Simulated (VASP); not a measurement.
# SiC (P3m1) in VASP: a series of runs

The runs below take SiC through single point, with LDA.

Everything below comes from runs of VASP 6.6.1. Logs are shortened: lines on timing, memory, paths and dates and some standing lists are left out, and cuts for length are marked.

## (1) The cell of the first run

The structure is trigonal, space group P3m1 (No. 156). Conventional cell: a = 3.076 Å, b = 3.076 Å, c = 5.048 Å, α = 90.00°, β = 90.00°, γ = 120.00°. Si (site symmetry 3m) has 4 C at 1.88 to 1.89 Å within 2.5 Å. Within 2.5 Å of Si (site symmetry 3m) lie 4 C at 1.86 to 2.00 Å. C (site symmetry 3m) has 4 Si at 1.86 to 1.89 Å within 2.5 Å. C (site symmetry 3m) has 4 Si at 1.88 to 2.00 Å within 2.5 Å.

## (2) Single point, LDA (mode 6 (550.6 1/cm) frozen in, largest displacement +0.045 Å)

INCAR reads:

```
SYSTEM = SiC
PREC = Accurate
ENCUT = 520
EDIFF = 1E-6
ISMEAR = 0
SIGMA = 0.05
LREAL = .False.
LASPH = .True.
NELM = 80
ALGO = Normal
ISIF = 2
LWAVE = .False.
LCHARG = .False.
NBANDS = 16
```

KPOINTS reads:

```
regular mesh
0
Gamma
  12 12 6
  0 0 0
```

POSCAR reads:

```
SiC
1.0
    3.0759982064      0.0000000000      0.0000000000
   -1.5379991032      2.6638925888      0.0000000000
    0.0000000000      0.0000000000      5.0480000000
Si C
2 2
Direct
    0.3333333333      0.6666666667      0.0089144216
    0.6666666667      0.3333333333      0.4910855784
    0.3333333333      0.6666666667      0.3829661069
    0.6666666667      0.3333333333      0.8870338931
```

Potentials or basis: VASP PAW LDA potentials, release 64 (Si, C).

Launch:

```console
$ cat potpaw_LDA.64/Si/POTCAR potpaw_LDA.64/C/POTCAR > POTCAR
$ mpirun -np 1 vasp_std > vasp.out
```

OUTCAR:

```text
SYSTEM = SiC
   PREC = Accurate
   ENCUT = 520
   EDIFF = 1E-6
   ISMEAR = 0
   LREAL = .False.
   LASPH = .True.
   NELM = 80
   ISIF = 2

 ion  position               nearest neighbor table
   1  0.333  0.667  0.009-   4 1.88   4 1.88   4 1.88   3 1.89   2 3.01   2 3.01   2 3.01
   2  0.667  0.333  0.491-   3 1.86   3 1.86   3 1.86   4 2.00   1 3.01   1 3.01   1 3.01
   3  0.333  0.667  0.383-   2 1.86   2 1.86   2 1.86   1 1.89
   4  0.667  0.333  0.887-   1 1.88   1 1.88   1 1.88   2 2.00

  LATTYP: Found a hexagonal cell.
 ALAT       =     3.0759982064
 C/A-ratio  =     1.6410932846

  Lattice vectors:

 A1 = (   3.0759982064,   0.0000000000,   0.0000000000)
 A2 = (  -1.5379991032,   2.6638925888,   0.0000000000)
 A3 = (   0.0000000000,   0.0000000000,   5.0480000000)

Analysis of symmetry for initial positions (statically):
=====================================================================
 Subroutine PRICEL returns:
 Original cell was already a primitive cell.

 Routine SETGRP: Setting up the symmetry group for a
 hexagonal supercell.

 Subroutine GETGRP returns: Found  6 space group operations
 (whereof  6 operations were pure point group operations)
 out of a pool of 24 trial point group operations.

The static configuration has the point symmetry C_3v.

Analysis of symmetry for dynamics (positions and initial velocities):
=====================================================================
 Subroutine PRICEL returns:
 Original cell was already a primitive cell.

 Routine SETGRP: Setting up the symmetry group for a
 hexagonal supercell.

 Subroutine GETGRP returns: Found  6 space group operations
 (whereof  6 operations were pure point group operations)
 out of a pool of 24 trial point group operations.

The dynamic configuration has the point symmetry C_3v.

 Subroutine INISYM returns: Found  6 space group operations
 (whereof  6 operations are pure point group operations),
 and found     1 'primitive' translations

----------------------------------------------------------------------------------------

                                     Primitive cell

  volume of cell :      41.3640

[... 85 lines left out ...]
   ICHARG =      2    charge: 1-file 2-atom 10-const
   ISPIN  =      1    spin polarized calculation?
   LNONCOLLINEAR =      F non collinear calculations
   LSORBIT =      F    spin-orbit coupling
   LASPH  =      T    aspherical Exc in radial PAW
   ENCUT  =  520.0 eV  38.22 Ry    6.18 a.u.   5.72  5.72  9.39*2*pi/ulx,y,z
   NELM   =     80;   NELMIN=  2; NELMDL= -5     # of ELM steps
   EDIFF  = 0.1E-05   stopping-criterion for ELM
   LREAL  =      F    real-space projection
   EDIFFG = 0.1E-04   stopping-criterion for IOM
   NSW    =      0    number of steps for IOM
   IBRION =     -1    ionic relax: 0-MD 1-quasi-New 2-CG
   NFREE  =      0    steps in history (QN), initial steepest desc. (CG)
   ISIF   =      2    stress and relaxation
   ISYM   =      2    0-nonsym 1-usesym 2-fastsym
   POTIM  = 0.5000    time-step for ionic-motion
   TEBEG  =    0.0;   TEEND  =   0.0 temperature during run
   PSTRESS=    0.0 pullay stress
   NELECT =      16.0000    total number of electrons
   NUPDOWN=      -1.0000    fix difference up-down
   EMIN   =  10.00;   EMAX   =-10.00  energy-range for DOS
   EFERMI =   0.00;   METHOD = LEGACY
   ISMEAR =     0;   SIGMA  =   0.05  broadening in eV -4-tet -1-fermi 0-gaus
   EFERMI_NEDOS =   21; number of points for ismear=-14 and -15
   IALGO  =     38    algorithm
   IMIX   =      4    mixing-type and parameters
     AMIX     =   0.40;   BMIX     =  1.00
     AMIX_MAG =   1.60;   BMIX_MAG =  1.00
  volume/ion in A,a.u.               =      10.34        69.78
  Fermi-wavevector in a.u.,A,eV,Ry     =   1.192818  2.254099 19.358564  1.422814
  Thomas-Fermi vector in A             =   2.328847
   LORBIT       =      0    0 simple, 1 ext, 2 COOP (PROOUT), +10 PAW based schemes
   GGA     = CA    functional components
   LHFCALC =     F    Hartree Fock is set to
   AEXX    =    0.0000 exact exchange contribution
   IVDW    =     0    specifies the selected vdW correction
   LEPSILON=     F    determine dielectric tensor
   LRPA    =     F    only Hartree local field effects (RPA)
 non-spin polarized calculation
 Gauss-broadening in eV      SIGMA  =   0.05
  energy-cutoff  :      520.00
  volume of cell :       41.36
 maximum number of plane-waves:      1132
 NGX is ok and might be reduce to    24
   NGX = 11   NGY = 11   NGZ = 19

 number of electron      15.9999999 magnetization

 Free energy of the ion-electron system (eV)
  ---------------------------------------------------
  ext. energy  EPLUGINS =         0.00000000
  ---------------------------------------------------
  free energy    TOTEN  =       -33.16762915 eV

  energy without entropy =      -33.16762915  energy(sigma->0) =      -33.16762915

 E-fermi :   8.6183     XC(G=0): -11.5484

 val. band max:        8.3537474910   @ k =   0.0000   0.0000   0.0000
 cond. band min:      10.5577820878   @ k =   0.3333   0.3333   0.0000
 fundamental gap:      2.2040345968
 Fermi energy:         8.6183264694

 k-point     1 :       0.0000    0.0000    0.0000
  band No.  band energies     occupation
      1      -7.3189      2.00000
      2      -3.6994      2.00000
      3      -0.3527      2.00000
      4       6.7052      2.00000
      5       6.7052      2.00000
      6       8.1681      2.00000
[... 433 lines left out ...]
      3       0.8032      2.00000
      4       4.6832      2.00000
      5       6.1204      2.00000
      6       6.2939      2.00000
[... 8 lines left out ...]
     15      17.7165      0.00000
     16      18.2382      0.00000

 [... further k-points ...]
[... 5 lines left out ...]
  --------------------------------------------------------------------------------------
  -------------------------------------------------------------------------------------
  Total       -0.5236438     -0.5236438     -1.4390235      0.0000000      0.0000000      0.0000000
  in kB      -20.2826384    -20.2826384    -55.7386355      0.0000000      0.0000000      0.0000000
  external PRESSURE =     -32.1013041 kB  Pullay stress =       0.0000000 kB

 VOLUME and BASIS-vectors are now :
 -----------------------------------------------------------------------------
  energy-cutoff  :      520.00
  volume of cell :       41.36
      direct lattice vectors                 reciprocal lattice vectors
     3.075998206  0.000000000  0.000000000     0.325097719  0.187695255  0.000000000
    -1.537999103  2.663892589  0.000000000     0.000000000  0.375390511  0.000000000
     0.000000000  0.000000000  5.048000000     0.000000000  0.000000000  0.198098257

 POSITION                                       TOTAL-FORCE (eV/Angst)
 -----------------------------------------------------------------------------------
     -0.00000      1.77593      0.04500        -0.000000      0.000000     -0.776679
      1.53800      0.88796      2.47900        -0.000000      0.000000      2.044301
     -0.00000      1.77593      1.93321         0.000000      0.000000     -0.486728
      1.53800      0.88796      4.47775         0.000000     -0.000000     -0.780894
 -----------------------------------------------------------------------------------
    total drift:                                0.000000      0.000000      0.000161

  FREE ENERGIE OF THE ION-ELECTRON SYSTEM (eV)
  ---------------------------------------------------
  free  energy   TOTEN  =       -33.1676291492 eV

  energy  without entropy=      -33.1676291492  energy(sigma->0) =      -33.16762915
```

OSZICAR:

```text
N       E                     dE             d eps       ncg     rms          rms(c)
DAV:   1     0.224917077239E+02    0.22492E+02   -0.71623E+03  3200   0.895E+02
DAV:   2    -0.347445071929E+02   -0.57236E+02   -0.52368E+02  4584   0.159E+02
DAV:   3    -0.372689578702E+02   -0.25245E+01   -0.25145E+01  4168   0.307E+01
DAV:   4    -0.372887805351E+02   -0.19823E-01   -0.19819E-01  3984   0.340E+00
DAV:   5    -0.372889898151E+02   -0.20928E-03   -0.20927E-03  4152   0.327E-01    0.129E+01
DAV:   6    -0.333150133573E+02    0.39740E+01   -0.71206E+00  4104   0.164E+01    0.591E+00
DAV:   7    -0.332134821937E+02    0.10153E+00   -0.11907E+00  4584   0.636E+00    0.246E+00
DAV:   8    -0.331733003737E+02    0.40182E-01   -0.62986E-02  3696   0.152E+00    0.708E-01
DAV:   9    -0.331675551869E+02    0.57452E-02   -0.80691E-03  4248   0.619E-01    0.117E-01
DAV:  10    -0.331676241236E+02   -0.68937E-04   -0.63713E-04  3880   0.157E-01    0.661E-02
DAV:  11    -0.331676299927E+02   -0.58691E-05   -0.22873E-05  4336   0.342E-02    0.185E-02
DAV:  12    -0.331676291492E+02    0.84353E-06   -0.32573E-06  4376   0.129E-02
   1 F= -.33167629E+02 E0= -.33167629E+02  d E =-.225570E-16
```

stdout:

```text
POSCAR found type information on POSCAR SiC
 POSCAR found :  2 types and       4 ions
 scaLAPACK will be used
 LDA part: xc-table for (Slater(with rela. corr.)+CA(PZ))
 , standard interpolation
 POSCAR, INCAR and KPOINTS ok, starting setup
 FFT: planning ... GRIDC
 FFT: planning ... GRID_SOFT
 FFT: planning ... GRID
 WAVECAR not read
 entering main loop
```

It took 31 s on 1 thread of AMD EPYC 9R45 (Zen 5), shared host; peak memory 0.14 GiB.

What came out:

- Free energy: -33.1676 eV
- Pressure: -3.2 GPa
- Largest force: 2.044 eV/Å
- Band gap on the k mesh: 2.20 eV, indirect (least direct gap 3.89 eV)

Forces on the atoms (eV/Å):
```
Si   0.000  0.000 -0.777
Si   0.000  0.000  2.044
C    0.000  0.000 -0.487
C    0.000  0.000 -0.781
```

Caveat: the cell differs from its parent crystal (mode 6 (550.6 1/cm) frozen in, largest displacement +0.045 Å); forces of over 1 eV/Å act on the atoms, so gaps and moduli don't describe the material at rest. A k mesh can miss the band edges.

## (3) Single point, LDA (mode 6 (550.6 1/cm) frozen in, largest displacement +0.015 Å)

INCAR reads:

```
PREC = Accurate ; ENCUT = 520
EDIFF = 1E-6 ; ISMEAR = 0
SIGMA = 0.05 ; LREAL = False
LASPH = True ; NELM = 60
ALGO = Normal ; ISIF = 2
LWAVE = False ; LCHARG = True
GGA = CA ; LELF = True
LVHAR = True ; NBANDS = 16
```

KPOINTS reads:

```
regular mesh
0
Gamma
  12 12 6
```

POSCAR reads:

```
SiC
1.0
    3.0759982064      0.0000000000      0.0000000000
   -1.5379991032      2.6638925888      0.0000000000
    0.0000000000      0.0000000000      5.0480000000
Si C
2 2
Direct
    0.3333333333      0.6666666667      0.0029714739
    0.6666666667      0.3333333333      0.4970285261
    0.3333333333      0.6666666667      0.3843220356
    0.6666666667      0.3333333333      0.8856779644
```

Potentials or basis: VASP PAW LDA potentials, release 64 (Si, C).

Launch:

```console
$ cat potpaw_LDA.64/Si/POTCAR potpaw_LDA.64/C/POTCAR > POTCAR
$ mpirun -np 1 vasp_std > vasp.out
```

OUTCAR:

```text
PREC = Accurate
   ENCUT = 520
   EDIFF = 1E-6
   ISMEAR = 0
   LREAL = False
   LASPH = True
   NELM = 60
   ISIF = 2
   GGA = CA

 ion  position               nearest neighbor table
   1  0.333  0.667  0.003-   4 1.87   4 1.87   4 1.87   3 1.93   2 3.06   2 3.06   2 3.06   2 3.11
                             2 3.11   2 3.11
   2  0.667  0.333  0.497-   3 1.86   3 1.86   3 1.86   4 1.96   1 3.06   1 3.06   1 3.06   1 3.11
                             1 3.11   1 3.11
   3  0.333  0.667  0.384-   2 1.86   2 1.86   2 1.86   1 1.93
   4  0.667  0.333  0.886-   1 1.87   1 1.87   1 1.87   2 1.96

  LATTYP: Found a hexagonal cell.
 ALAT       =     3.0759982064
 C/A-ratio  =     1.6410932846

  Lattice vectors:

 A1 = (   3.0759982064,   0.0000000000,   0.0000000000)
 A2 = (  -1.5379991032,   2.6638925888,   0.0000000000)
 A3 = (   0.0000000000,   0.0000000000,   5.0480000000)

Analysis of symmetry for initial positions (statically):
=====================================================================
 Subroutine PRICEL returns:
 Original cell was already a primitive cell.

 Routine SETGRP: Setting up the symmetry group for a
 hexagonal supercell.

[... 167 lines left out ...]
  free energy    TOTEN  =       -33.22530975 eV

  energy without entropy =      -33.22530975  energy(sigma->0) =      -33.22530975

 E-fermi :   8.6241     XC(G=0): -11.5495

 val. band max:        8.3587973353   @ k =   0.0000   0.0000   0.0000
 cond. band min:      10.5573365642   @ k =   0.3333   0.3333   0.0000
 fundamental gap:      2.1985392289
 Fermi energy:         8.6240543862

 k-point     1 :       0.0000    0.0000    0.0000
  band No.  band energies     occupation
      1      -7.2778      2.00000
      2      -3.7181      2.00000
      3      -0.3514      2.00000
      4       6.7957      2.00000
      5       6.7957      2.00000
      6       8.0967      2.00000
[... 433 lines left out ...]
      3       0.8076      2.00000
      4       4.7609      2.00000
      5       6.2026      2.00000
      6       6.2385      2.00000
[... 8 lines left out ...]
     15      17.7755      0.00000
     16      18.3261      0.00000

 [... further k-points ...]
[... 5 lines left out ...]
  --------------------------------------------------------------------------------------
  -------------------------------------------------------------------------------------
  Total       -0.5575831     -0.5575831     -1.6367764     -0.0000000      0.0000000      0.0000000
  in kB      -21.5972282    -21.5972282    -63.3983266     -0.0000000      0.0000000      0.0000000
  external PRESSURE =     -35.5309276 kB  Pullay stress =       0.0000000 kB

 VOLUME and BASIS-vectors are now :
 -----------------------------------------------------------------------------
  energy-cutoff  :      520.00
  volume of cell :       41.36
      direct lattice vectors                 reciprocal lattice vectors
     3.075998206  0.000000000  0.000000000     0.325097719  0.187695255  0.000000000
    -1.537999103  2.663892589  0.000000000     0.000000000  0.375390511  0.000000000
     0.000000000  0.000000000  5.048000000     0.000000000  0.000000000  0.198098257

 POSITION                                       TOTAL-FORCE (eV/Angst)
 -----------------------------------------------------------------------------------
     -0.00000      1.77593      0.01500        -0.000000     -0.000000      0.254229
      1.53800      0.88796      2.50900         0.000000      0.000000      1.192648
     -0.00000      1.77593      1.94006        -0.000000     -0.000000     -0.676419
      1.53800      0.88796      4.47090         0.000000     -0.000000     -0.770458
 -----------------------------------------------------------------------------------
    total drift:                                0.000000      0.000000     -0.000160

  FREE ENERGIE OF THE ION-ELECTRON SYSTEM (eV)
  ---------------------------------------------------
  free  energy   TOTEN  =       -33.2253097498 eV

  energy  without entropy=      -33.2253097498  energy(sigma->0) =      -33.22530975
```

OSZICAR:

```text
N       E                     dE             d eps       ncg     rms          rms(c)
DAV:   1     0.224076574087E+02    0.22408E+02   -0.71615E+03  3200   0.895E+02
DAV:   2    -0.347949993165E+02   -0.57203E+02   -0.52309E+02  4616   0.158E+02
DAV:   3    -0.373135741050E+02   -0.25186E+01   -0.25088E+01  4128   0.306E+01
DAV:   4    -0.373332425711E+02   -0.19668E-01   -0.19665E-01  3944   0.338E+00
DAV:   5    -0.373334496106E+02   -0.20704E-03   -0.20703E-03  4128   0.324E-01    0.129E+01
DAV:   6    -0.333710880086E+02    0.39624E+01   -0.71123E+00  4072   0.164E+01    0.590E+00
DAV:   7    -0.332711423931E+02    0.99946E-01   -0.11926E+00  4600   0.635E+00    0.246E+00
DAV:   8    -0.332310118287E+02    0.40131E-01   -0.63032E-02  3680   0.152E+00    0.702E-01
DAV:   9    -0.332252340113E+02    0.57778E-02   -0.81458E-03  4176   0.618E-01    0.114E-01
DAV:  10    -0.332253048140E+02   -0.70803E-04   -0.62985E-04  3840   0.154E-01    0.631E-02
DAV:  11    -0.332253106335E+02   -0.58196E-05   -0.22162E-05  4384   0.343E-02    0.167E-02
DAV:  12    -0.332253097498E+02    0.88375E-06   -0.50632E-06  4088   0.142E-02
   1 F= -.33225310E+02 E0= -.33225310E+02  d E =-.195376E-16
```

stdout:

```text
POSCAR found type information on POSCAR SiC
 POSCAR found :  2 types and       4 ions
 scaLAPACK will be used
 LDA part: xc-table for (Slater(with rela. corr.)+CA(PZ))
 , standard interpolation
 POSCAR, INCAR and KPOINTS ok, starting setup
 FFT: planning ... GRIDC
 FFT: planning ... GRID_SOFT
 FFT: planning ... GRID
 WAVECAR not read
 entering main loop
```

Wall time 32 s (1 thread of AMD EPYC 9R45 (Zen 5), shared host); peak memory 0.14 GiB.

What came out:

```
Free energy            : -33.2253 eV
Pressure               : -3.6 GPa
Largest force          : 1.193 eV/Å
Band gap on the k mesh : 2.20 eV, indirect (least direct gap 3.97 eV)
```

Forces in eV/Å, atoms in the order of the input:
```
Si   0.000  0.000  0.254
Si   0.000  0.000  1.193
C    0.000  0.000 -0.676
C    0.000  0.000 -0.770
```

Stress tensor (GPa, compression positive):
```
-2.16  0.00  0.00
 0.00 -2.16  0.00
 0.00  0.00 -6.34
```

Levels at points of the mesh, in eV from the valence-band top:
| k point | band 6 | band 7 | band 8 | band 9 | band 10 | band 11 |
| --- | --- | --- | --- | --- | --- | --- |
| (0.00, 0.00, 0.00) | -0.26 | -0.26 | 0.00 | 4.58 | 6.04 | 6.39 |
| (0.50, 0.00, 0.00) | -3.55 | -3.29 | -1.48 | 2.49 | 4.12 | 6.67 |
| (0.00, 0.00, 0.50) | -1.08 | -0.84 | -0.84 | 5.56 | 5.74 | 6.99 |
| (0.50, 0.00, 0.50) | -2.57 | -2.41 | -2.26 | 3.06 | 3.12 | 4.87 |

Caveat: the cell differs from its parent crystal (mode 6 (550.6 1/cm) frozen in, largest displacement +0.015 Å); forces of over 1 eV/Å act on the atoms, so gaps and moduli don't describe the material at rest.
